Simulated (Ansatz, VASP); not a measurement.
## KCl in VASP and in Ansatz

```
K Cl
1.0
     3.77117    0.00000    0.00000
     0.00000    3.77117    0.00000
     0.00000    0.00000    3.59241
K Cl
1 1
Cartesian
  0.0000 0.0000 0.0000
  1.8856 1.8856 1.7962
```

Change from the starting cell: uniaxial_z strain -4.7%.

Alike in both runs: task single point; functional PBE; k mesh 8 × 8 × 8; occupations fermi-dirac, width 0.02 eV; no spin polarisation.

```csv
,VASP,Ansatz
version,VASP 6.6.1,Ansatz 0.2.0
potentials or method,"VASP PAW PBE potentials, release 64 (K_sv, Cl)","plane waves, PAW"
plane-wave cutoff (eV),520,420
valence electrons in the cell,16,16
```

VASP gave:

| Property | Result |
| --- | --- |
| gap on the k mesh at the Fermi level (eV) | 5.05 |
| pressure (GPa) | 2.4 |
| traceless stress, the component that is largest in VASP (GPa) | 1.59 |

Problem. Estimate Ansatz's values.

Solution. gap on the k mesh at the Fermi level (eV): 5.05; pressure (GPa): 2.4; traceless stress, the component that is largest in VASP (GPa): 1.60.
